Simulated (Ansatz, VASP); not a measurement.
Two plane-wave programs on HfC

POSCAR

```
HfC
1.0
    3.2512341191      0.0000000000      0.0000000000
   -1.6256170596      2.8156514600      0.0000000000
    0.0000000000      0.0000000000      5.0601015024
Hf C
2 2
Direct
    0.6666666667      0.3333333333      0.7500000000
    0.3333333333      0.6666666667      0.2500000000
    0.0000000000      0.0000000000      0.0000000000
    0.0000000000      0.0000000000      0.5000000000
```

Contents of INCAR.step1:

```
SYSTEM = HfC
PREC     = Accurate       ! precision mode
ENCUT    = 520            ! plane-wave cutoff, eV
ISMEAR   = -1             ! smearing method
SIGMA    = 0.1            ! smearing width, eV
LREAL    = .FALSE.        ! projectors in reciprocal space
LASPH    = .TRUE.         ! aspherical terms in the spheres
NELM     = 60             ! most SCF steps
NBANDS   = 22             ! bands
GGA      = PE             ! functional
ALGO     = Normal         ! electronic algorithm
EDIFF    = 1E-4           ! SCF threshold, eV
LWAVE    = .TRUE.         ! write WAVECAR
LCHARG   = .FALSE.        ! write CHGCAR
```

Contents of INCAR.step2:

```
SYSTEM = HfC
PREC     = Accurate       ! precision mode
ENCUT    = 520            ! plane-wave cutoff, eV
EDIFF    = 1E-6           ! SCF threshold, eV
ISMEAR   = -1             ! smearing method
SIGMA    = 0.1            ! smearing width, eV
LREAL    = .FALSE.        ! projectors in reciprocal space
LASPH    = .TRUE.         ! aspherical terms in the spheres
NELM     = 60             ! most SCF steps
ALGO     = Normal         ! electronic algorithm
ISIF     = 2              ! what is computed and relaxed
LWAVE    = .FALSE.        ! write WAVECAR
LCHARG   = .FALSE.        ! write CHGCAR
METAGGA  = R2SCAN         ! meta-GGA
LMIXTAU  = .TRUE.       
NBANDS   = 22             ! bands
ISTART   = 1
```

The input KPOINTS:

```
Automatic mesh
0
G
  8 8 5
  0 0 0
```

Input for Ansatz:

```yaml
crystal:
  lattice:
    - [3.2512341191469223, 0.0, 0.0]
    - [-1.6256170595734611, 2.815651460025372, 0.0]
    - [0.0, 0.0, 5.06010150241241]
  atoms:
    - { symbol: Hf, position: [0.6666666666666666, 0.3333333333333333, 0.75] }
    - { symbol: Hf, position: [0.3333333333333333, 0.6666666666666666, 0.25] }
    - { symbol: C, position: [0.0, 0.0, 0.0] }
    - { symbol: C, position: [0.0, 0.0, 0.5] }
basis:
  ecutwfc: 653.073269903712
kpoints:
  mp_grid:
    grid: [8, 8, 5]
hamiltonian:
  xc: r2scan
scf:
  occupations:
    method: fermi_dirac
output:
  stress: true
```

Alike in both runs: task single point; functional r2SCAN; k mesh 8 × 8 × 5; no spin polarisation.

```csv
,VASP,Ansatz
version,VASP 6.6.1,Ansatz 0.2.0
potentials or method,"VASP PAW PBE potentials, release 64 (Hf_pv, C), cutoff 520 eV","plane waves, PAW"
occupations,"fermi-dirac, width 0.1 eV",fermi-dirac
valence electrons in the cell,28,60
```

```tsv
	VASP	Ansatz	Ansatz less VASP
pressure (GPa)	19.3	20.1	+0.75
traceless stress, the component that is largest in VASP (GPa)	3.25	3.17	-0.075
```

VASP's potentials were made for PBE, not for r2SCAN. VASP's potentials hold 28 valence electrons a cell and Ansatz's 60, so a difference there can come from the potentials and not from the codes.

Spin-orbit coupling is off throughout.
